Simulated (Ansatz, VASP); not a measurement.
# TiNi3C: VASP beside Ansatz

```
Ti Ni C
1.0
     3.81588    0.00000    0.00000
     0.00000    3.81588    0.00000
     0.00000    0.00000    3.81588
Ti Ni C
1 3 1
Direct
  0.00000 0.00000 0.00000
  0.00000 0.50000 0.50000
  0.50000 0.00000 0.50000
  0.50000 0.50000 0.00000
  0.50000 0.50000 0.50000
```

Alike in both runs: functional PBE; k mesh 10 × 10 × 10; occupations gaussian, width 0.1 eV; no spin polarisation.

Ansatz relaxed the structure, and its values are those at the end. VASP's run is a single point on that final structure, the one shown.

```csv
,VASP,Ansatz
version,VASP 6.6.1,Ansatz 0.2.0
potentials or method,"VASP PAW PBE potentials, release 64 (Ti_sv, Ni, C), cutoff 520 eV","scalar-relativistic, plane waves, PAW"
valence electrons in the cell,46,70
```

VASP gave:

| Item | Value |
| --- | --- |
| gap on the k mesh at the Fermi level (eV) | none |
| pressure (GPa) | 0.1 |

Question: What did Ansatz give for the same quantities?

Answer: gap on the k mesh at the Fermi level (eV): none; pressure (GPa): 0.0.

A gap of «none» marks a metal or a gap that the smearing closes. VASP's potentials hold 46 valence electrons a cell and Ansatz's 70, so a difference there can come from the potentials and not from the codes.
